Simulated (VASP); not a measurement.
A run of VASP 6.6.1 is set up as follows.

The input INCAR:

```
PREC     = Accurate       # precision mode
ENCUT    = 520            # plane-wave cutoff, eV
EDIFF    = 1E-6           # SCF threshold, eV
ISMEAR   = -1             # smearing method
SIGMA    = 0.03           # smearing width, eV
LREAL    = F              # projectors in reciprocal space
LASPH    = T              # aspherical terms in the spheres
NELM     = 60             # most SCF steps
ALGO     = Normal         # electronic algorithm
ISIF     = 2              # what is computed and relaxed
LWAVE    = F              # write WAVECAR
LCHARG   = F              # write CHGCAR
GGA      = PS             # functional
NBANDS   = 13             # bands
```

KPOINTS

```
Automatic mesh
0
Gamma
  16 16 16
```

File POSCAR:

```
Sn
1.0
   -1.7492592239      1.7989121400      2.3691131866
    1.7492592239     -1.7989121400      2.3691131866
    1.7492592239      1.7989121400     -2.3691131866
Sn
1
Direct
    0.0000000000      0.0000000000      0.0000000000
```

Potentials or basis: VASP PAW PBE potentials, release 64 (Sn_d).

The run is started by

```bash
$ cat potpaw_PBE.64/Sn_d/POTCAR > POTCAR
$ mpirun -np 1 vasp_std > vasp.out
```

**Question.** Estimate the band gap on the k mesh.

**Answer.** Zero (bands 7 and 8 overlap by 8.61 eV).

**Question.** Estimate the pressure.

**Answer.** -4.9 GPa.

Stress tensor (GPa, compression positive):
```
-4.63  0.00  0.00
 0.00 -5.23  0.00
 0.00  0.00 -4.98
```

Caveat: the cell stands under tension; the PAW data sets were made with another functional, which shifts forces and pressure a little; spin-orbit coupling is left out, which moves the levels of the heavy elements.
